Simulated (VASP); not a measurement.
Runs of VASP 6.6.1 on GaO4. The structure is that of space group Im-3m (No. 229), or close to it. The cells are those of the table. The cell was generated, and may not be a known phase.

```tsv
task	cell	k mesh	cutoff (eV)	gap on the mesh (eV)	pressure (GPa)	moment (μB)
single point	a = 4.085 Å, angles 109.5°, 5 atoms	6 × 6 × 6	520	none	5.7	4.60
relaxation of cell and atoms	relaxed from a = 4.085 Å, angles 109.5°, 5 atoms	6 × 6 × 6	600	none	-0.4	4.85
single point	a = 4.151 Å, angles 109.5°, 5 atoms	12 × 12 × 12	520	none	0.5	(b)
single point	a = 4.145 Å, angles 109.5°, 5 atoms	6 × 6 × 6	520	none	0.5	(a)
```

Alike in all rows: level PBE; potentials or basis VASP PAW PBE potentials, release 64 (Ga_d, O); spin collinear, ferromagnetic start; smearing gaussian 0.1 eV.

**Question.** Estimate the missing entries.

**Answer.** (a) 4.81; (b) 4.93.

Caveats: the cell stands under pressure (at least some runs).

A k mesh can miss the band edges, and the runs leave out spin-orbit coupling on Ga.

A gap of «none» marks levels without a gap at the run's occupations.
